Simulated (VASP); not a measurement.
**AlN: single point with r2SCAN**

AlN:

```xyz
4
Lattice="3.1110 0.0000 0.0000 -1.5555 2.6942 0.0000 0.0000 0.0000 4.9780" Properties=species:S:1:pos:R:3 pbc="T T T"
Al    0.0000    1.7961    0.0000
Al    1.5555    0.8981    2.4890
N    -0.3000    2.0961    1.9165
N     1.5555    0.8981    4.4055
```

This cell differs from its parent crystal: atom 3 (N) moved by (-0.300, +0.300) A along x and y.

- Program: VASP 6.6.1
- Task: single point
- Functional: r2SCAN
- Potentials or basis: VASP PAW PBE potentials, release 64 (Al, N)
- Cutoff: 520 eV
- k mesh: 12 × 12 × 6
- Occupations: gaussian, width 0.05 eV
- Spin: no spin polarisation

The pressure is 8.7 GPa and the largest force is 6.894 eV/Å. The band gap on the k mesh is 4.07 eV.

Forces on the atoms (eV/Å):
```
Al  -0.536  0.519  0.474
Al  -0.293  5.569  2.338
N    0.908 -6.341 -2.549
N   -0.079  0.253 -0.262
```

Stress tensor (GPa, compression positive):
```
-2.90 11.74  2.46
11.74 27.35  8.79
 2.46  8.79  1.66
```

Levels at points of the mesh, in eV from the valence-band top:
```tsv
k point	band 4	band 5	band 6	band 7	band 8	band 9	band 10	band 11	band 12	band 13
(0.00, 0.00, 0.00)	-2.08	-1.16	-0.84	-0.64	0.00	4.07	6.87	10.42	11.01	12.35
(0.50, 0.00, 0.00)	-4.92	-3.74	-2.53	-2.26	-1.24	6.00	6.33	7.97	9.84	11.04
(0.00, 0.50, 0.00)	-5.29	-3.35	-2.92	-2.38	-1.07	5.78	6.97	8.59	9.40	11.06
(0.50, 0.50, 0.00)	-4.40	-4.01	-3.04	-1.53	-1.13	4.40	6.51	8.03	10.48	11.18
(0.00, 0.00, 0.50)	-3.75	-1.85	-1.15	-1.09	-0.23	6.07	6.59	10.32	10.82	11.68
(0.50, 0.00, 0.50)	-6.21	-2.30	-1.84	-1.77	-1.23	4.96	5.32	9.01	9.54	11.44
(0.00, 0.50, 0.50)	-6.24	-2.19	-1.75	-1.61	-1.23	4.92	5.12	9.12	9.67	11.25
(0.50, 0.50, 0.50)	-5.58	-2.72	-2.45	-2.15	-1.95	6.08	6.24	8.79	9.25	12.67
```

It took 4.6 min on 1 thread of Intel(R) Xeon(R) 6975P-C (Granite Rapids), on a shared host, peak memory 0.35 GiB.

Caveat: the cell differs from its parent crystal (atom 3 (N) moved by (-0.300, +0.300) A along x and y); the cell stands under pressure; the PAW data sets were made with another functional, which shifts forces and pressure a little. A k mesh can miss the band edges.
